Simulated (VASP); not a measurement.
A run of VASP 6.6.1:

File INCAR:

```
SYSTEM = LiMgBN2
PREC = Accurate
ENCUT = 520
EDIFF = 1E-6
ISMEAR = 0
SIGMA = 0.05
LREAL = .FALSE.
LASPH = .TRUE.
NELM = 60
ALGO = Normal
ISIF = 2
LWAVE = .FALSE.
LCHARG = .FALSE.
GGA = PS
NBANDS = 17
```

File KPOINTS:

```
Automatic mesh
0
G
  8 8 8
  0 0 0
```

Contents of POSCAR:

```
LiMgBN2
1.0
   -1.7966643998      1.7966643998      4.2069354163
    1.7966643998     -1.7966643998      4.2069354163
    1.7966643998      1.7966643998     -4.2069354163
Li Mg B N
1 1 1 2
Direct
    0.2500000000      0.7500000000      0.5000000000
    0.7500000000      0.2500000000      0.5000000000
    0.5000000000      0.5000000000      0.0000000000
    0.6608378126      0.6608378126      0.0000000000
    0.3391621874      0.3391621874      0.0000000000
```

Potentials or basis: VASP PAW PBE potentials, release 64 (Li_sv, Mg, B, N).

Run with:

```bash
$ cat potpaw_PBE.64/Li_sv/POTCAR potpaw_PBE.64/Mg/POTCAR potpaw_PBE.64/B/POTCAR potpaw_PBE.64/N/POTCAR > POTCAR
$ mpirun -np 1 vasp_std > vasp.out
```

Hardware: 1 thread of Intel Xeon 8259CL, with other jobs on the host.

Q: How long does it take, and how much memory?

A: Wall time 2.3 min on 1 thread of Intel Xeon 8259CL (shared host), peak memory 0.27 GiB. Counts: scf iterations 14, k points 59.
